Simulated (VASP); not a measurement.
# Si (a cell with a defect) in VASP: notebook, part 2 of 3

VASP 6.6.1. Earlier steps stand in the parts before.

**3. Single point, PBEsol, collinear spin**

Input file INCAR:

```
SYSTEM = Si
ALGO = Normal
EDIFF = 1E-6
ENCUT = 400
GGA = PS
GGA_COMPAT = .FALSE.
ISIF = 2
ISMEAR = -1
ISPIN = 2
ISYM = -1
LASPH = .TRUE.
LCHARG = .FALSE.
LORBIT = 11
LREAL = Auto
LWAVE = .FALSE.
MAGMOM = 0 0 0 0 0 0 0 0 0 0 0 0 0 0 0 0 0 0 0 0 0 0.167 0 0.167 0 0 0 0 0 0 0 0 0 0 0 0 0 0.167 0 0 0.167 0 0 0 0 0 0 0 0 0 0 0 0 0.167 0 0 0 0 0.167 0 0 0
NBANDS = 165
NELECT = 249.0
NELM = 200
PREC = Accurate
SIGMA = 0.05
```

Input file KPOINTS:

```
explicit points
1
Reciprocal
  0.25000000   0.25000000   0.25000000 1
```

Input file POSCAR:

```
Si
1.0
   10.8655790000      0.0000000000      0.0000000000
    0.0000000000     10.8655790000      0.0000000000
    0.0000000000      0.0000000000     10.8655790000
Si
62
Direct
    0.9991970000      0.0002630000      0.0002260000
    0.9996410000      0.9981200000      0.5006770000
    0.9996600000      0.5007560000      0.9980680000
    0.0012210000      0.4988410000      0.4987650000
    0.5006440000      0.9993960000      0.9993170000
    0.5001980000      0.9982680000      0.5004710000
    0.5002000000      0.5005160000      0.9982440000
    0.1257460000      0.1244690000      0.1244450000
    0.1253950000      0.1266220000      0.6240270000
    0.1254230000      0.6240140000      0.1266710000
    0.1236870000      0.6259440000      0.6259100000
    0.6243380000      0.1252830000      0.1253280000
    0.6247040000      0.1264930000      0.6241750000
    0.6247320000      0.6242510000      0.1264100000
    0.2508340000      0.2504500000      0.9988520000
    0.2529590000      0.2524110000      0.5001030000
    0.2512190000      0.7494430000      0.0004680000
    0.2539970000      0.7448570000      0.5001790000
    0.7481980000      0.2531400000      0.9963580000
    0.7473750000      0.2530980000      0.4980720000
    0.7487590000      0.7499560000      0.9999320000
    0.7423470000      0.7344530000      0.5177630000
    0.3761500000      0.3748220000      0.1247210000
    0.3825850000      0.3904240000      0.6068670000
    0.3767850000      0.8715670000      0.1283480000
    0.3775550000      0.8716480000      0.6265800000
    0.8737880000      0.3753140000      0.1241720000
    0.8709360000      0.3798740000      0.6244680000
    0.8741010000      0.8742820000      0.1258110000
    0.8719720000      0.8723910000      0.6245680000
    0.2508980000      0.9988880000      0.2503970000
    0.2512220000      0.0004340000      0.7494560000
    0.2529940000      0.5000560000      0.2524460000
    0.2539650000      0.5002290000      0.7448730000
    0.7482340000      0.9963260000      0.2531630000
    0.7487660000      0.0000240000      0.7498510000
    0.7474540000      0.4981470000      0.2529370000
    0.7424120000      0.5177260000      0.7345120000
    0.3761590000      0.1247700000      0.3748040000
    0.3767400000      0.1284200000      0.8715120000
    0.3826760000      0.6068190000      0.3904060000
    0.3775520000      0.6266370000      0.8716540000
    0.8737500000      0.1242740000      0.3752640000
    0.8740720000      0.1258650000      0.8742550000
    0.8709540000      0.6245480000      0.3797980000
    0.8720090000      0.6246830000      0.8723300000
    0.9988730000      0.2487620000      0.2487140000
    0.9983420000      0.2521520000      0.7489840000
    0.9983660000      0.7490300000      0.2521210000
    0.9994730000      0.7516650000      0.7515680000
    0.5019750000      0.2518280000      0.2517950000
    0.4989280000      0.2592040000      0.7410080000
    0.4989160000      0.7410100000      0.2591520000
    0.5090410000      0.7428900000      0.7428730000
    0.1254120000      0.3730920000      0.3731160000
    0.1265750000      0.3757050000      0.8725180000
    0.1266290000      0.8725800000      0.3756380000
    0.1260560000      0.8759560000      0.8759700000
    0.6160310000      0.3817690000      0.3815660000
    0.6260430000      0.3836680000      0.8656090000
    0.6260220000      0.8656030000      0.3836420000
    0.6229530000      0.8728770000      0.8727730000
```

Potentials or basis: VASP PAW PBE potentials, release 64 (Si).

The run is started by

```sh
cat potpaw_PBE.64/Si/POTCAR > POTCAR
mpirun -np 1 vasp_std > vasp.out
```

OUTCAR:

```text
SYSTEM = Si
   EDIFF = 1E-6
   ENCUT = 400
   GGA = PS
   ISIF = 2
   ISMEAR = -1
   ISPIN = 2
   ISYM = -1
   LASPH = .TRUE.
   LORBIT = 11
   LREAL = Auto
   NELECT = 249.0
   NELM = 200
   PREC = Accurate

 ion  position               nearest neighbor table
   1  0.999  0.000  0.000-   8 2.35  58 2.36  29 2.36  44 2.36
   2  1.000  0.998  0.501-  30 2.37  43 2.37  57 2.37   9 2.37
   3  1.000  0.501  0.998-  46 2.37  27 2.37  56 2.37  10 2.37
   4  0.001  0.499  0.499-  45 2.35  28 2.35  55 2.36  11 2.36
   5  0.501  0.999  0.999-  62 2.36  12 2.36  25 2.39  40 2.39
   6  0.500  0.998  0.500-  26 2.36  61 2.36  39 2.36  13 2.36
[... 42 lines left out ...]
  49  0.998  0.749  0.252-  57 2.35  29 2.36  10 2.37  45 2.38
  50  0.999  0.752  0.752-  58 2.35  46 2.35  30 2.35  11 2.36
  51  0.502  0.252  0.252-  59 2.35  12 2.36  39 2.36  23 2.36
  52  0.499  0.259  0.741-  13 2.36  60 2.36  24 2.40  40 2.41
  53  0.499  0.741  0.259-  14 2.36  61 2.36  41 2.40  25 2.41
  54  0.509  0.743  0.743-  62 2.35  42 2.37  26 2.37
  55  0.125  0.373  0.373-  47 2.35  16 2.35  33 2.35   4 2.36
  56  0.127  0.376  0.873-  48 2.35  15 2.36   3 2.37  34 2.38
  57  0.127  0.873  0.376-  49 2.35  31 2.36   2 2.37  18 2.38
  58  0.126  0.876  0.876-  50 2.35   1 2.36  32 2.36  17 2.36
  59  0.616  0.382  0.382-  51 2.35  37 2.36  20 2.37
  60  0.626  0.384  0.866-   7 2.36  52 2.36  38 2.40  19 2.41
  61  0.626  0.866  0.384-   6 2.36  53 2.36  22 2.40  35 2.41
  62  0.623  0.873  0.873-  54 2.35   5 2.36  36 2.36  21 2.36

IMPORTANT INFORMATION: All symmetrisations will be switched off!
NOSYMM: (Re-)initialisation of all symmetry stuff for point group C_1.

----------------------------------------------------------------------------------------

                                     Primitive cell

  volume of cell :    1282.7990

  direct lattice vectors                    reciprocal lattice vectors
    10.865579000  0.000000000  0.000000000     0.092033752  0.000000000  0.000000000
     0.000000000 10.865579000  0.000000000     0.000000000  0.092033752  0.000000000
     0.000000000  0.000000000 10.865579000     0.000000000  0.000000000  0.092033752

  length of vectors
    10.865579000 10.865579000 10.865579000     0.092033752  0.092033752  0.092033752

  position of ions in fractional coordinates (direct lattice)
     0.999197000  0.000263000  0.000226000
     0.999641000  0.998120000  0.500677000
     0.999660000  0.500756000  0.998068000
     0.001221000  0.498841000  0.498765000
     0.500644000  0.999396000  0.999317000
     0.500198000  0.998268000  0.500471000
[... 54 lines left out ...]
     0.626022000  0.865603000  0.383642000
     0.622953000  0.872877000  0.872773000

  ion indices of the primitive-cell ions
   primitive index   ion index
                 1           1
                 2           2
                 3           3
                 4           4
                 5           5
                 6           6
[... 54 lines left out ...]
                61          61
                62          62

----------------------------------------------------------------------------------------

 KPOINTS: explicit points

Read explicit list of k-points.

 Found      1 k-points:

 Following reciprocal coordinates:
            Coordinates               Weight
  0.250000  0.250000  0.250000      1.000000
   k-points           NKPTS =      1   k-points in BZ     NKDIM =      1   number of bands    NBANDS=    165
   number of dos      NEDOS =    301   number of ions     NIONS =     62
   total plane-waves  NPLWV = 373248
   dimension x,y,z NGX =    72 NGY =   72 NGZ =   72
[... 29 lines left out ...]
   ISMEAR =    -1;   SIGMA  =   0.05  broadening in eV -4-tet -1-fermi 0-gaus
   EFERMI_NEDOS =   21; number of points for ismear=-14 and -15
   IALGO  =     38    algorithm
   IMIX   =      4    mixing-type and parameters
     AMIX     =   0.40;   BMIX     =  1.00
     AMIX_MAG =   1.60;   BMIX_MAG =  1.00
  volume/ion in A,a.u.               =      20.69       139.63
  Fermi-wavevector in a.u.,A,eV,Ry     =   0.947884  1.791241 12.224611  0.898484
  Thomas-Fermi vector in A             =   2.076020
   LORBIT       =     11    0 simple, 1 ext, 2 COOP (PROOUT), +10 PAW based schemes
   GGA     = PS    functional components
   LHFCALC =     F    Hartree Fock is set to
   AEXX    =    0.0000 exact exchange contribution
   IVDW    =     0    specifies the selected vdW correction
   LEPSILON=     F    determine dielectric tensor
   LRPA    =     F    only Hartree local field effects (RPA)
 spin polarized calculation
  energy-cutoff  :      400.00
  volume of cell :     1282.80
 maximum number of plane-waves:     23294
 NGX is ok and might be reduce to    70
   NGX = 35   NGY = 35   NGZ = 35

 number of electron     248.9999987 magnetization       2.8135343

 Free energy of the ion-electron system (eV)
  ---------------------------------------------------
  ext. energy  EPLUGINS =         0.00000000
  ---------------------------------------------------
  free energy    TOTEN  =      -345.07770781 eV

  energy without entropy =     -344.98257143  energy(sigma->0) =     -345.03013962

 E-fermi :   5.9323     XC(G=0):  -9.4478

 val. band max:        5.8578688590   @ k =   0.2500   0.2500   0.2500
 cond. band min:       5.9909858960   @ k =   0.2500   0.2500   0.2500
 fundamental gap:      0.1331170370
 Fermi energy:         5.9323445033

 spin component 1

 k-point     1 :       0.2500    0.2500    0.2500
  band No.  band energies     occupation
      1      -6.2272      1.00000
      2      -5.7188      1.00000
      3      -5.7128      1.00000
      4      -5.6291      1.00000
      5      -5.2104      1.00000
      6      -5.2034      1.00000
[... 128 lines left out ...]
    135       7.1971      0.00000
    136       7.2569      0.00000
 Fermi energy:         5.9323445033

 spin component 2

 k-point     1 :       0.2500    0.2500    0.2500
  band No.  band energies     occupation
      1      -6.1994      1.00000
      2      -5.6839      1.00000
      3      -5.6835      1.00000
      4      -5.6079      1.00000
      5      -5.1760      1.00000
      6      -5.1744      1.00000
[... 128 lines left out ...]
    135       7.2232      0.00000
    136       7.2930      0.00000
 [bands above 136 left out]

------------------------ aborting loop because EDIFF is reached ----------------------------------------

  FORCE on cell =-STRESS in cart. coord.  units (eV):
  Direction    XX          YY          ZZ          XY          YZ          ZX
  --------------------------------------------------------------------------------------
  -------------------------------------------------------------------------------------
  Total       -0.0930184     -4.5082334     -4.4755641     -5.2161365     -0.2567834     -5.2675183
  in kB       -0.1161771     -5.6306476     -5.5898446     -6.5147974     -0.3207147     -6.5789717
  external PRESSURE =      -3.7788898 kB  Pullay stress =       0.0000000 kB

 VOLUME and BASIS-vectors are now :
 -----------------------------------------------------------------------------
  energy-cutoff  :      400.00
  volume of cell :     1282.80
      direct lattice vectors                 reciprocal lattice vectors
    10.865579000  0.000000000  0.000000000     0.092033752  0.000000000  0.000000000
     0.000000000 10.865579000  0.000000000     0.000000000  0.092033752  0.000000000
     0.000000000  0.000000000 10.865579000     0.000000000  0.000000000  0.092033752

 POSITION                                       TOTAL-FORCE (eV/Angst)
 -----------------------------------------------------------------------------------
     10.85685      0.00286      0.00246        -0.010295      0.006903      0.005518
     10.86168     10.84515      5.44015        -0.003594      0.010714      0.017903
     10.86188      5.44100     10.84459        -0.004310      0.019194      0.010476
      0.01327      5.42020      5.41937        -0.006073      0.003100      0.004536
      5.43979     10.85902     10.85816        -0.041458     -0.001000     -0.000326
      5.43494     10.84676      5.43791         0.005479      0.006218     -0.001761
[... 54 lines left out ...]
      6.80209      9.40528      4.16849         0.025448      0.014904     -0.004885
      6.76875      9.48431      9.48318         0.011490     -0.002577     -0.001657
 -----------------------------------------------------------------------------------
    total drift:                               -0.001330      0.001771      0.003676

  FREE ENERGIE OF THE ION-ELECTRON SYSTEM (eV)
  ---------------------------------------------------
  free  energy   TOTEN  =      -345.0777078108 eV

  energy  without entropy=     -344.9825714331  energy(sigma->0) =     -345.03013962

 total charge

# of ion       s       p       d       tot
------------------------------------------
    1        0.754   0.934   0.000   1.689
    2        0.756   0.923   0.000   1.679
    3        0.756   0.923   0.000   1.679
    4        0.754   0.938   0.000   1.692
    5        0.757   0.919   0.000   1.675
    6        0.753   0.937   0.000   1.690
[... 54 lines left out ...]
   61        0.759   0.906   0.000   1.665
   62        0.752   0.937   0.000   1.688
--------------------------------------------------
tot         47.070  56.888   0.000 103.957

 magnetization (x)

# of ion       s       p       d       tot
------------------------------------------
    1       -0.000   0.002   0.000   0.002
    2        0.002   0.018   0.000   0.020
    3        0.002   0.018   0.000   0.020
    4       -0.000  -0.000   0.000  -0.000
    5        0.002   0.020   0.000   0.022
    6       -0.000  -0.000   0.000  -0.000
[... 54 lines left out ...]
   61        0.002   0.010   0.000   0.012
   62        0.000   0.004   0.000   0.005
--------------------------------------------------
tot          0.239   0.895   0.000   1.134
```

Run time: 8.8 min. Hardware: 1 thread of Intel Xeon Platinum 8259CL at 2.50GHz (Skylake/Cascade Lake), shared host; peak memory 1.1 GiB.

Results:

```
Free energy                                           : -345.0777 eV
Largest force                                         : 0.043 eV/Å
Net moment                                            : 2.81 μB per cell
Site moments                                          : Si +0.00, +0.02, -0.00, +0.01, +0.10, +0.09, +0.15 (each value once) μB
Valence electrons inside the program's atomic spheres : Si 1.69, 1.68, 1.67, 1.62, 1.64 (each value once)
```

Forces on the atoms (eV/Å):
```
Si  -0.010  0.007  0.006
Si  -0.004  0.011  0.018
Si  -0.004  0.019  0.010
Si  -0.006  0.003  0.005
Si  -0.041 -0.001  0.000
Si   0.005  0.006 -0.002
Si   0.006 -0.002  0.006
Si   0.010 -0.006 -0.006
Si   0.002 -0.011 -0.018
Si   0.003 -0.019 -0.012
Si   0.006 -0.003 -0.004
Si   0.040  0.002  0.001
Si  -0.005 -0.004  0.002
Si  -0.006  0.003 -0.005
Si  -0.012  0.001  0.007
Si   0.004  0.012  0.009
Si  -0.011  0.026  0.005
Si  -0.018  0.007  0.007
Si  -0.030  0.010  0.005
Si  -0.017  0.020  0.022
Si   0.004 -0.005  0.004
Si  -0.023  0.036  0.002
Si  -0.003  0.004 -0.004
Si   0.020 -0.037 -0.003
Si   0.029 -0.009 -0.005
Si   0.019 -0.023 -0.022
Si   0.010 -0.027 -0.004
Si   0.021 -0.010 -0.006
Si   0.012  0.000 -0.009
Si  -0.001 -0.011 -0.008
Si  -0.013  0.009  0.000
Si  -0.010  0.005  0.023
Si   0.002  0.010  0.011
Si  -0.018  0.008  0.007
Si  -0.031  0.006  0.008
Si   0.005  0.004 -0.004
Si  -0.016  0.024  0.022
Si  -0.024  0.006  0.034
Si  -0.004 -0.004  0.006
Si   0.030 -0.006 -0.007
Si   0.020 -0.003 -0.036
Si   0.018 -0.025 -0.024
Si   0.010 -0.004 -0.025
Si   0.013 -0.010  0.000
Si   0.017 -0.007 -0.007
Si  -0.001 -0.010 -0.009
Si  -0.008  0.012  0.011
Si  -0.009  0.005 -0.002
Si  -0.007  0.000  0.004
Si   0.004 -0.002 -0.001
Si  -0.012  0.002  0.001
Si  -0.025 -0.015  0.004
Si  -0.024  0.006 -0.016
Si   0.012 -0.011 -0.012
Si  -0.004  0.001  0.000
Si   0.010  0.000 -0.003
Si   0.008 -0.005  0.002
Si   0.008 -0.012 -0.012
Si  -0.013  0.011  0.014
Si   0.023 -0.007  0.017
Si   0.025  0.015 -0.005
Si   0.011 -0.003 -0.002
```

Levels at points of the mesh, in eV from the Fermi level:
Spin up:
| k point | band 123 | band 124 | band 125 | band 126 | band 127 | band 128 | band 129 | band 130 |
| --- | --- | --- | --- | --- | --- | --- | --- | --- |
| (0.25, 0.25, 0.25) | -1.05 | -0.23 | -0.09 | -0.07 | 0.06 | 0.36 | 0.39 | 0.45 |
Spin down:
```
           k point  band 121  band 122  band 123  band 124  band 125  band 126
(0.25, 0.25, 0.25)     -1.13     -1.00     -1.00      0.15      0.17      0.25
```

Caveat: the cell carries a net charge on a neutralising background, which shifts energy and pressure; the cell is charged against a uniform background, so pressure and absolute levels hang on convention; a moment this small can come from the mesh or the smearing; the PAW data sets were made with another functional, which shifts forces and pressure a little.

(Part 2 of 3 ends here.)
